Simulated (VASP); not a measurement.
# H in VASP: further runs

Runs on H. Level: PBE+D3(BJ). Tasks: single point.

Program: VASP 6.6.1. These are calculated values, not measurements. Logs are shortened: lines on timing, memory, paths and dates and some standing lists are left out, and cuts for length are marked.

**1. The cell of the first run**

The cell holds an amorphous packing of atoms, 24 atoms: a = 7.343 Å, b = 7.343 Å, c = 7.343 Å, α = 90.00°, β = 90.00°, γ = 90.00°.

**2. Single point, PBE+D3(BJ)**

Input file INCAR:

```
SYSTEM = H
  PREC = Accurate
  ENCUT = 400
  EDIFF = 1E-6
  ISMEAR = -1
  SIGMA = 0.02
  LREAL = .False.
  LASPH = .True.
  NELM = 120
  ALGO = Normal
  ISIF = 2
  LWAVE = .False.
  LCHARG = .False.
  GGA = PE
  IVDW = 12
  NBANDS = 30
  GGA_COMPAT = .False.
```

Input file KPOINTS:

```
Automatic mesh
0
Gamma
  1 1 1
  0 0 0
```

Input file POSCAR:

```
H
1.0
    7.3434200000      0.0000000000      0.0000000000
    0.0000000000      7.3434200000      0.0000000000
    0.0000000000      0.0000000000      7.3434200000
H
24
Direct
    0.3340395012      0.5470776470      0.3532051570
    0.2397465237      0.5073195781      0.3524499238
    0.5812743824      0.2335444455      0.5199815498
    0.5921088194      0.2385879805      0.4183783608
    0.3021084115      0.1198669036      0.7670293544
    0.3042302314      0.1004299033      0.6665762456
    0.8980246369      0.5421079969      0.6173306688
    0.9455312222      0.6093333297      0.6772935138
    0.8425235259      0.8265602492      0.0790326589
    0.8212381604      0.7895158183     -0.0139738989
    0.4254050985      0.5137021229      0.7668761892
    0.4290925860      0.4194335210      0.7277930221
    0.2013747202      0.6362357115      0.9962195769
    0.1839622399      0.6860345937      0.9087144012
    0.1778409975      0.7928806211      0.5161881036
    0.1042661962      0.8631919167      0.5265069347
    0.9659297744      0.1251499649      0.5065053748
    0.9415667527      0.1649577441      0.5974406395
    0.5763060478      0.7152634280      0.5402234745
    0.6292984768      0.7475874550      0.4588725423
    0.8730356172      0.1414781904      0.1833175611
    0.9422928047      0.1971741092      0.2341443488
    0.9456661391      0.2980116274      0.9255247866
    0.8890213337      0.2806052423      0.8421738108
```

Potentials or basis: VASP PAW PBE potentials, release 64 (H).

Run with:

```console
cat potpaw_PBE.64/H/POTCAR > POTCAR
mpirun -np 1 vasp_gam > vasp.out
```

OUTCAR:

```text
SYSTEM = H
   PREC = Accurate
   ENCUT = 400
   EDIFF = 1E-6
   ISMEAR = -1
   LREAL = .False.
   LASPH = .True.
   NELM = 120
   ISIF = 2
   GGA = PE
   IVDW = 12
 IVDW          = 12

 ion  position               nearest neighbor table
   1  0.334  0.547  0.353-   2 0.75
   2  0.240  0.507  0.352-   1 0.75
   3  0.581  0.234  0.520-   4 0.75
   4  0.592  0.239  0.418-   3 0.75
   5  0.302  0.120  0.767-   6 0.75
   6  0.304  0.100  0.667-   5 0.75
[... 16 lines left out ...]
  23  0.946  0.298  0.926-  24 0.75
  24  0.889  0.281  0.842-  23 0.75

  LATTYP: Found a simple cubic cell.
 ALAT       =     7.3434200000

  Lattice vectors:

 A1 = (   7.3434200000,   0.0000000000,   0.0000000000)
 A2 = (   0.0000000000,   7.3434200000,   0.0000000000)
 A3 = (   0.0000000000,   0.0000000000,   7.3434200000)

Analysis of symmetry for initial positions (statically):
=====================================================================
 Subroutine PRICEL returns:
 Original cell was already a primitive cell.

 Routine SETGRP: Setting up the symmetry group for a
 simple cubic supercell.

 Subroutine GETGRP returns: Found  1 space group operations
 (whereof  1 operations were pure point group operations)
 out of a pool of 48 trial point group operations.

The static configuration has the point symmetry C_1 .

Analysis of symmetry for dynamics (positions and initial velocities):
=====================================================================
 Subroutine PRICEL returns:
 Original cell was already a primitive cell.

 Routine SETGRP: Setting up the symmetry group for a
 simple cubic supercell.

 Subroutine GETGRP returns: Found  1 space group operations
 (whereof  1 operations were pure point group operations)
 out of a pool of 48 trial point group operations.

The dynamic configuration has the point symmetry C_1 .

 Subroutine INISYM returns: Found  1 space group operations
 (whereof  1 operations are pure point group operations),
 and found     1 'primitive' translations

----------------------------------------------------------------------------------------
[... 112 lines left out ...]
   NELM   =    120;   NELMIN=  2; NELMDL= -5     # of ELM steps
   EDIFF  = 0.1E-05   stopping-criterion for ELM
   LREAL  =      F    real-space projection
   EDIFFG = 0.1E-04   stopping-criterion for IOM
   NSW    =      0    number of steps for IOM
   IBRION =     -1    ionic relax: 0-MD 1-quasi-New 2-CG
   NFREE  =      0    steps in history (QN), initial steepest desc. (CG)
   ISIF   =      2    stress and relaxation
   ISYM   =      2    0-nonsym 1-usesym 2-fastsym
   POTIM  = 0.5000    time-step for ionic-motion
   TEBEG  =    0.0;   TEEND  =   0.0 temperature during run
   PSTRESS=    0.0 pullay stress
   NELECT =      24.0000    total number of electrons
   NUPDOWN=      -1.0000    fix difference up-down
   EMIN   =  10.00;   EMAX   =-10.00  energy-range for DOS
   EFERMI =   0.00;   METHOD = LEGACY
   ISMEAR =    -1;   SIGMA  =   0.02  broadening in eV -4-tet -1-fermi 0-gaus
   EFERMI_NEDOS =   21; number of points for ismear=-14 and -15
   IALGO  =     38    algorithm
   IMIX   =      4    mixing-type and parameters
     AMIX     =   0.40;   BMIX     =  1.00
     AMIX_MAG =   1.60;   BMIX_MAG =  1.00
  volume/ion in A,a.u.               =      16.50       111.35
  Fermi-wavevector in a.u.,A,eV,Ry     =   0.643053  1.215194  5.626245  0.413517
  Thomas-Fermi vector in A             =   1.709926
   LORBIT       =      0    0 simple, 1 ext, 2 COOP (PROOUT), +10 PAW based schemes
   GGA     = PE    functional components
   LHFCALC =     F    Hartree Fock is set to
   AEXX    =    0.0000 exact exchange contribution
   IVDW    =    12    specifies the selected vdW correction
   LEPSILON=     F    determine dielectric tensor
   LRPA    =     F    only Hartree local field effects (RPA)
 non-spin polarized calculation
  energy-cutoff  :      400.00
  volume of cell :      396.00
 maximum number of plane-waves:      3562
 NGX is ok and might be reduce to    48
   NGX = 23   NGY = 23   NGZ = 23

 number of electron      23.9999998 magnetization

 Free energy of the ion-electron system (eV)
  ---------------------------------------------------
  ext. energy  EPLUGINS =         0.00000000
  ---------------------------------------------------
  free energy    TOTEN  =       -81.00280787 eV

  energy without entropy =      -81.00280787  energy(sigma->0) =      -81.00280787

 E-fermi :  -8.0572     XC(G=0):  -4.3963

 val. band max:       -8.5532857614   @ k =   0.0000   0.0000   0.0000
 cond. band min:       0.2444283919   @ k =   0.0000   0.0000   0.0000
 fundamental gap:      8.7977141533
 Fermi energy:        -8.0572074792

 k-point     1 :       0.0000    0.0000    0.0000
  band No.  band energies     occupation
      1     -10.7271      2.00000
      2     -10.0660      2.00000
      3      -9.7034      2.00000
      4      -9.6151      2.00000
      5      -9.4584      2.00000
      6      -9.3531      2.00000
[... 16 lines left out ...]
     23       2.5903      0.00000
     24       3.0121      0.00000
 [bands above 24 left out]

------------------------ aborting loop because EDIFF is reached ----------------------------------------

 Edisp (eV)   -0.33151

 E8    (eV) :    -0.0591

  FORCE on cell =-STRESS in cart. coord.  units (eV):
  Direction    XX          YY          ZZ          XY          YZ          ZX
  --------------------------------------------------------------------------------------
  -------------------------------------------------------------------------------------
  Total      -1.08377    -0.85574    -0.96730    -0.10287    -0.01481    -0.06473
  in kB      -4.38483    -3.46225    -3.91361    -0.41622    -0.05990    -0.26190
  external pressure =       -3.92 kB  Pullay stress =        0.00 kB

 VOLUME and BASIS-vectors are now :
 -----------------------------------------------------------------------------
  energy-cutoff  :      400.00
  volume of cell :      396.00
      direct lattice vectors                 reciprocal lattice vectors
     7.343420000  0.000000000  0.000000000     0.136176332  0.000000000  0.000000000
     0.000000000  7.343420000  0.000000000     0.000000000  0.136176332  0.000000000
     0.000000000  0.000000000  7.343420000     0.000000000  0.000000000  0.136176332

 POSITION                                       TOTAL-FORCE (eV/Angst)
 -----------------------------------------------------------------------------------
      2.45299      4.01742      2.59373        -0.011371     -0.034618     -0.021167
      1.76056      3.72546      2.58819         0.000731     -0.019831     -0.010617
      4.26854      1.71501      3.81844         0.001159     -0.012194     -0.051024
      4.34810      1.75205      3.07233         0.004033     -0.000968      0.019235
      2.21851      0.88023      5.63262         0.003344     -0.009745     -0.017071
      2.23409      0.73750      4.89495         0.007172     -0.013945      0.062581
[... 16 lines left out ...]
      6.94442      2.18842      6.79652        -0.024547     -0.028318     -0.000201
      6.52846      2.06060      6.18444         0.005395      0.006489      0.002667
 -----------------------------------------------------------------------------------
    total drift:                               -0.000017     -0.000692     -0.001048

  FREE ENERGIE OF THE ION-ELECTRON SYSTEM (eV)
  ---------------------------------------------------
  free  energy   TOTEN  =       -81.3343150284 eV

  energy  without entropy=      -81.3343150284  energy(sigma->0) =      -81.33431503
```

Wall time 12 s (1 thread of Intel Xeon 6975P-C (Granite Rapids), shared host); peak memory 0.3 GiB.

Results:

```yaml
Free_energy: -81.3343 eV
Pressure: -0.4 GPa
Largest_force: 0.082 eV/Å
Band_gap_on_the_k_mesh: 8.80 eV
Dispersion_energy_per_atom: -0.014 eV
```

Forces in eV/Å, atoms in the order of the input:
```
H   -0.011 -0.035 -0.021
H    0.001 -0.020 -0.011
H    0.001 -0.012 -0.051
H    0.004 -0.001  0.019
H    0.003 -0.010 -0.017
H    0.007 -0.014  0.063
H   -0.050 -0.051 -0.040
H    0.023  0.012  0.017
H   -0.013 -0.012 -0.030
H   -0.018  0.010  0.028
H    0.021  0.004  0.021
H    0.016  0.019 -0.014
H    0.002  0.012  0.022
H   -0.005  0.021  0.015
H   -0.016  0.036 -0.023
H    0.061 -0.020  0.001
H   -0.032  0.019 -0.007
H    0.025  0.017  0.045
H    0.013  0.021 -0.035
H   -0.027  0.019  0.014
H    0.039  0.030 -0.001
H   -0.025 -0.025  0.004
H   -0.025 -0.028  0.000
H    0.005  0.006  0.003
```

Caveat: the k points lie up to 0.86 Å⁻¹ apart.

**3. Single point, PBE+D3(BJ)**

Input file INCAR:

```
SYSTEM = H
  PREC = Accurate
  ENCUT = 400
  EDIFF = 1E-6
  ISMEAR = -1
  SIGMA = 0.02
  LREAL = .FALSE.
  LASPH = .TRUE.
  NELM = 120
  ALGO = Normal
  ISIF = 2
  LWAVE = .FALSE.
  LCHARG = .FALSE.
  GGA = PE
  IVDW = 12
  NBANDS = 30
  GGA_COMPAT = .FALSE.
```

Input file KPOINTS:

```
Automatic mesh
0
G
  1 1 1
  0 0 0
```

Input file POSCAR:

```
H
1.0
    7.3434200000      0.0000000000      0.0000000000
    0.0000000000      7.3434200000      0.0000000000
    0.0000000000      0.0000000000      7.3434200000
H
24
Direct
    0.4176800455      0.4185107212      0.3555019323
    0.3899817796      0.5153729461      0.3743351191
    0.5643419551      0.3253933453      0.4943473205
    0.5449095925      0.3807354067      0.5734793870
    0.2427343118      0.2161526918      0.7190791212
    0.2430883703      0.1435162363      0.7839126728
    0.9174199487      0.5068619254      0.6246135997
    0.9960753981      0.4468353982      0.6618850617
    0.8182835790      0.7805354998     -0.0882831160
    0.8035765352      0.7427329500      0.0057602588
    0.3466640884      0.4792317476      0.7911436361
    0.4605892078      0.4920050875      0.7981022466
    0.1694714452      0.7169139175      0.9856715263
    0.1371023311      0.6694156129      0.8966258228
    0.0891818798      0.7494328256      0.3648163935
    0.0257645620      0.7061151344      0.3051847777
    0.8682875282      0.0687145771      0.5162036217
    0.9307652293      0.1519727865      0.5049418391
    0.5726759466      0.7492149434      0.4694406693
    0.5070389546      0.8013432433      0.4002903279
    0.9576464372      0.2108826677      0.1797527583
    0.9455539789      0.1487181722      0.2557255339
    0.8139940246      0.2363204066      0.9151049511
    0.8747150510      0.2165884561      0.8323233589
```

Potentials or basis: VASP PAW PBE potentials, release 64 (H).

Run with:

```console
cat potpaw_PBE.64/H/POTCAR > POTCAR
mpirun -np 1 vasp_gam > vasp.out
```

Wall time 13 s (1 thread of Intel Xeon 6975P-C (Granite Rapids), shared host); peak memory 0.3 GiB.

Results (log left out):

```
Free energy                : -80.5367 eV
Pressure                   : -0.2 GPa
Largest force              : 2.220 eV/Å
Band gap on the k mesh     : 7.67 eV
Dispersion energy per atom : -0.014 eV
```

Forces in eV/Å, atoms in the order of the input:
```
H   -0.540  0.521 -0.402
H   -0.337 -0.046 -0.496
H    0.661 -0.784 -0.252
H    0.239  0.114  0.986
H   -0.006  0.934 -0.919
H   -0.038 -1.055  0.891
H    0.605 -0.418  0.239
H   -0.569  0.497 -0.297
H   -0.070 -0.008  0.073
H   -0.062  0.032 -0.071
H    2.188  0.316  0.194
H   -2.113 -0.180 -0.069
H   -0.242 -0.382 -0.734
H    0.285  0.430  0.759
H    0.889  0.624  0.857
H   -0.899 -0.610 -0.850
H    0.326  0.415  0.108
H   -0.387 -0.523  0.236
H   -0.779  0.697 -0.822
H    0.842 -0.585  0.864
H    0.143  0.578 -0.824
H   -0.081 -0.497  0.520
H    0.301 -0.133 -0.395
H   -0.357  0.062  0.404
```

Stress tensor (GPa, compression positive):
```
-0.99 -0.09  0.10
-0.09 -0.10 -0.33
 0.10 -0.33  0.34
```

Levels at points of the mesh, in eV from the valence-band top:
| k point | band 9 | band 10 | band 11 | band 12 | band 13 | band 14 | band 15 | band 16 |
| --- | --- | --- | --- | --- | --- | --- | --- | --- |
| (0.00, 0.00, 0.00) | -1.18 | -0.85 | -0.78 | 0.00 | 7.67 | 7.88 | 8.14 | 8.46 |

Caveat: the k points lie up to 0.86 Å⁻¹ apart.

(Part 1 of 2 ends here.)
